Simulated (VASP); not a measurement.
# PbS in VASP: further runs, part 2 of 2

VASP 6.6.1.

## 5. Single point, PBE

This run uses another cell than the first one.

The input, INCAR:

```
SYSTEM = PbS
PREC     = Accurate       ! precision mode
ENCUT    = 520            ! plane-wave cutoff, eV
EDIFF    = 1E-6           ! SCF threshold, eV
ISMEAR   = 0              ! smearing method
SIGMA    = 0.1            ! smearing width, eV
LREAL    = .FALSE.        ! projectors in reciprocal space
LASPH    = .TRUE.         ! aspherical terms in the spheres
NELM     = 80             ! most SCF steps
ALGO     = Normal         ! electronic algorithm
ISIF     = 2              ! what is computed and relaxed
LWAVE    = .FALSE.        ! write WAVECAR
LCHARG   = .FALSE.        ! write CHGCAR
LDIPOL   = .TRUE.       
IDIPOL   = 3            
DIPOL    = 0.5 0.5 0.294
GGA      = PE             ! functional
NBANDS   = 17             ! bands
```

The input, KPOINTS:

```
regular mesh
0
G
  14 12 1
  0 0 0
```

The input, POSCAR:

```
PbS
1.0
    3.9469513477      0.0000000000      0.0000000000
    0.0000000000      5.1502444236      0.0000000000
    0.0000000000      0.0000000000     23.8000000000
Pb S
1 1
Direct
    0.0000000000      0.0000000000      0.2941176471
    0.0000000000      0.5000000000      0.2941176471
```

Potentials or basis: VASP PAW PBE potentials, release 64 (Pb_d, S).

On the command line:

```console
$ cat potpaw_PBE.64/Pb_d/POTCAR potpaw_PBE.64/S/POTCAR > POTCAR
$ mpirun -np 1 vasp_std > vasp.out
```

OUTCAR:

```text
SYSTEM = PbS
   PREC = Accurate
   ENCUT = 520
   EDIFF = 1E-6
   ISMEAR = 0
   LREAL = .FALSE.
   LASPH = .TRUE.
   NELM = 80
   ISIF = 2
   GGA = PE

 ion  position               nearest neighbor table
   1  0.000  0.000  0.294-   2 2.58   2 2.58
   2  0.000  0.500  0.294-   1 2.58   1 2.58

  LATTYP: Found a simple orthorhombic cell.
 ALAT       =     3.9469513477
 B/A-ratio  =     1.3048664577
 C/A-ratio  =     6.0299704515

  Lattice vectors:

 A1 = (   3.9469513477,   0.0000000000,   0.0000000000)
 A2 = (   0.0000000000,   5.1502444236,   0.0000000000)
 A3 = (   0.0000000000,   0.0000000000,  23.8000000000)

Analysis of symmetry for initial positions (statically):
=====================================================================
 Subroutine PRICEL returns:
 Original cell was already a primitive cell.

 Routine SETGRP: Setting up the symmetry group for a
 simple orthorhombic supercell.

 Subroutine GETGRP returns: Found  8 space group operations
 (whereof  4 operations were pure point group operations)
 out of a pool of  8 trial point group operations.

The static configuration has the point symmetry C_2v.
 The point group associated with its full space group is D_2h.

Analysis of symmetry for dynamics (positions and initial velocities):
=====================================================================
 Subroutine PRICEL returns:
 Original cell was already a primitive cell.

 Routine SETGRP: Setting up the symmetry group for a
 simple orthorhombic supercell.

 Subroutine GETGRP returns: Found  8 space group operations
 (whereof  4 operations were pure point group operations)
 out of a pool of  8 trial point group operations.

The dynamic configuration has the point symmetry C_2v.
 The point group associated with its full space group is D_2h.

 Subroutine INISYM returns: Found  8 space group operations
 (whereof  4 operations are pure point group operations),
 and found     1 'primitive' translations
[... 119 lines left out ...]
   LORBIT       =      0    0 simple, 1 ext, 2 COOP (PROOUT), +10 PAW based schemes
   GGA     = PE    functional components
   LHFCALC =     F    Hartree Fock is set to
   AEXX    =    0.0000 exact exchange contribution
   IVDW    =     0    specifies the selected vdW correction
   LEPSILON=     F    determine dielectric tensor
   LRPA    =     F    only Hartree local field effects (RPA)
 non-spin polarized calculation
 Gauss-broadening in eV      SIGMA  =   0.10
  energy-cutoff  :      520.00
  volume of cell :      483.80
 maximum number of plane-waves:     13090
 NGX is ok and might be reduce to    30
   NGX = 15   NGY = 19   NGZ = 89

 dipolmoment           0.000000      0.000000     -0.000000 electrons x Angstroem

 number of electron      20.0000000 magnetization

 dipolmoment           0.000000      0.000000      0.000004 electrons x Angstroem

 Free energy of the ion-electron system (eV)
  ---------------------------------------------------
  ext. energy  EPLUGINS =         0.00000000
  ---------------------------------------------------
  free energy    TOTEN  =        -6.75175078 eV

  energy without entropy =       -6.74189417  energy(sigma->0) =       -6.74682248

 E-fermi :  -3.1271     XC(G=0):  -1.6332

 val. band max:       -3.1383252306   @ k =   0.0714   0.4167   0.0000
 cond. band min:      -3.1267366323   @ k =   0.0714   0.5000   0.0000
 fundamental gap:      0.0115885983
 Fermi energy:        -3.1270854350

 k-point     1 :       0.0000    0.0000    0.0000
  band No.  band energies     occupation
      1     -20.6200      2.00000
      2     -20.5262      2.00000
      3     -20.5189      2.00000
      4     -20.4223      2.00000
      5     -20.2983      2.00000
      6     -15.4381      2.00000
[... 457 lines left out ...]
      4     -20.4211      2.00000
      5     -20.3229      2.00000
      6     -15.1326      2.00000
[... 9 lines left out ...]
     16       3.4708      0.00000
     17       3.5993      0.00000

 [... further k-points ...]

------------------------ aborting loop because EDIFF is reached ----------------------------------------

 vacuum level on the upper side and lower side of the slab       (xc-potential included)        -0.007        -0.007

  FORCE on cell =-STRESS in cart. coord.  units (eV):
  Direction    XX          YY          ZZ          XY          YZ          ZX
  --------------------------------------------------------------------------------------
  -------------------------------------------------------------------------------------
  Total       -0.0186702     -0.0454827     -0.0219453      0.0000000      0.0000000      0.0000000
  in kB       -0.0618293     -0.1506228     -0.0726751      0.0000000      0.0000000      0.0000000
  external PRESSURE =      -0.0950424 kB  Pullay stress =       0.0000000 kB

 VOLUME and BASIS-vectors are now :
 -----------------------------------------------------------------------------
  energy-cutoff  :      520.00
  volume of cell :      483.80
      direct lattice vectors                 reciprocal lattice vectors
     3.946951348  0.000000000  0.000000000     0.253360103  0.000000000  0.000000000
     0.000000000  5.150244424  0.000000000     0.000000000  0.194165542  0.000000000
     0.000000000  0.000000000 23.800000000     0.000000000  0.000000000  0.042016807

 POSITION                                       TOTAL-FORCE (eV/Angst)
 -----------------------------------------------------------------------------------
      0.00000      0.00000      7.00000         0.000000      0.000000      0.000000
      0.00000      2.57512      7.00000         0.000000      0.000000     -0.000000
 -----------------------------------------------------------------------------------
    total drift:                                0.000000      0.000000      0.000056

  FREE ENERGIE OF THE ION-ELECTRON SYSTEM (eV)
  ---------------------------------------------------
  free  energy   TOTEN  =        -6.7517507784 eV

  energy  without entropy=       -6.7418941736  energy(sigma->0) =       -6.74682248

 vacuum level on the upper side and lower side of the slab         1.050         1.050
```

OSZICAR:

```text
N       E                     dE             d eps       ncg     rms          rms(c)
DAV:   1     0.151550802757E+03    0.15155E+03   -0.67847E+03  2256   0.774E+02
DAV:   2     0.122668813939E+02   -0.13928E+03   -0.13646E+03  2470   0.229E+02
DAV:   3    -0.732192547804E+01   -0.19589E+02   -0.19332E+02  2425   0.891E+01
[... 14 lines left out ...]
DAV:  18    -0.675169816357E+01   -0.45201E-04   -0.21430E-06  1861   0.449E-03    0.104E-03
DAV:  19    -0.675173771342E+01   -0.39550E-04   -0.24403E-06  1779   0.562E-03    0.170E-03
DAV:  20    -0.675174690027E+01   -0.91869E-05   -0.37467E-07  1773   0.208E-03    0.502E-04
DAV:  21    -0.675174989077E+01   -0.29905E-05   -0.10615E-07  1693   0.881E-04    0.337E-04
DAV:  22    -0.675175077836E+01   -0.88758E-06   -0.22732E-08  1697   0.624E-04
   1 F= -.67517508E+01 E0= -.67468225E+01  d E =-.985660E-02
```

stdout:

```text
POSCAR found type information on POSCAR PbS
 POSCAR found :  2 types and       2 ions
 scaLAPACK will be used
 LDA part: xc-table for (Slater+PW92), standard interpolation
 POSCAR, INCAR and KPOINTS ok, starting setup
 FFT: planning ... GRIDC
 FFT: planning ... GRID_SOFT
 FFT: planning ... GRID
 WAVECAR not read
 entering main loop
```

Wall time 5.8 min (1 thread of Intel Xeon 6975P-C (Granite Rapids), shared host); peak memory 0.8 GiB.

What came out:

```
Free energy            : -6.7518 eV
Band gap on the k mesh : zero (bands 10 and 11 overlap by 0.81 eV)
```

Caveat: spin-orbit coupling is left out, which moves the levels of the heavy elements.

## 6. Summary

```csv
cell,k mesh,gap on the mesh (eV)
"a = 3.986, b = 6.071, c = 14.000 Å, 2 atoms",4 × 4 × 1,none
"a = 3.795, b = 5.100, c = 23.800 Å, 2 atoms",4 × 4 × 1,none
"a = 3.795, b = 5.100, c = 23.800 Å, 2 atoms",14 × 12 × 1,none
"a = 3.947, b = 5.150, c = 23.800 Å, 2 atoms",14 × 12 × 1,none
```

Alike in all rows: task single point; level PBE; potentials or basis VASP PAW PBE potentials, release 64 (Pb_d, S); no spin polarisation; cutoff (eV) 520; smearing gaussian 0.1 eV.

Caveats: some runs use coarse meshes; spin-orbit coupling is left out, which moves the levels of the heavy elements.

Total energies depend on the potentials used, so only differences within one code and one set of settings carry meaning.
